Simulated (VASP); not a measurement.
A run of VASP 6.6.1:

INCAR

```
SYSTEM = CuI
PREC     = Accurate       ! precision mode
ENCUT    = 600            ! plane-wave cutoff, eV
EDIFF    = 1E-6           ! SCF threshold, eV
ISMEAR   = -1             ! smearing method
SIGMA    = 0.02           ! smearing width, eV
LREAL    = .False.        ! projectors in reciprocal space
LASPH    = .True.         ! aspherical terms in the spheres
NELM     = 100            ! most SCF steps
ALGO     = Normal         ! electronic algorithm
ISIF     = 3              ! what is computed and relaxed
LWAVE    = .False.        ! write WAVECAR
LCHARG   = .False.        ! write CHGCAR
GGA      = PE             ! functional
IBRION   = 2              ! ionic algorithm
NSW      = 80             ! ionic steps
EDIFFG   = -0.005         ! ionic threshold
```

Contents of KPOINTS:

```
regular mesh
0
Gamma
  6 6 4
  0 0 0
```

File POSCAR:

```
CuI
1.0
    3.9853819200      0.0000000000      0.0000000000
   -1.9926909600      3.4514419865      0.0000000000
    0.0000000000      0.0000000000      6.4961725296
Cu I
2 2
Direct
    0.0000000000      0.0000000000      0.0000000000
    0.0000000000      0.0000000000      0.5000000000
    0.3333333333      0.6666666667      0.2500000000
    0.6666666667      0.3333333333      0.7500000000
```

Potentials or basis: VASP PAW PBE potentials, release 64 (Cu, I).

Command:

```sh
$ cat potpaw_PBE.64/Cu/POTCAR potpaw_PBE.64/I/POTCAR > POTCAR
$ mpirun -np 1 vasp_std > vasp.out
```

Hardware: 1 thread of Intel(R) Xeon(R) 6975P-C (Granite Rapids), with other jobs on the host.

Q: Estimate the wall time of this run.

A: Run time: 120 s on 1 thread of Intel(R) Xeon(R) 6975P-C (Granite Rapids), on a shared host, peak memory 0.26 GiB. Counts: scf iterations 76, k points 21, ion steps 9.
